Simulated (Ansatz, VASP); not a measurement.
**Ni in VASP and in Ansatz**

```
Ni
1.0
     2.46581    0.00000    0.00000
    -1.23291    2.13546    0.00000
     0.00000    0.00000    3.99052
Ni
2
Cartesian
  0.0000 1.4236 0.9976
  1.2329 0.7118 2.9929
```

Alike in both runs: task single point; functional PBE; k mesh 12 × 12 × 4; occupations gaussian, width 0.1 eV; collinear spin.

|  | VASP | Ansatz |
| --- | --- | --- |
| version | VASP 6.6.1 | Ansatz 0.2.0 |
| potentials or method | VASP PAW PBE potentials, release 64 (Ni), cutoff 520 eV | scalar-relativistic, plane waves, PAW |
| valence electrons in the cell | 20 | 36 |

```csv
,VASP,Ansatz,Ansatz less VASP
gap on the k mesh at the Fermi level (eV),none,none,-
pressure (GPa),8.7,8.8,+0.07
"traceless stress, the component that is largest in VASP (GPa)",1.93,1.97,+0.041
net moment per atom (μB),0.70,0.71,+0.006
size of the moment on the site where the two differ most (μB),0.71,0.74,+0.035
```

Site moments also hang on the region over which each program counts them. A gap of «none» marks a metal or a gap that the smearing closes. The functional is the same, so the differences come from potentials, cutoffs and numerics. VASP's potentials hold 20 valence electrons a cell and Ansatz's 36, so a difference there can come from the potentials and not from the codes.

The k mesh is coarse, so the values compare programs but aren't converged.
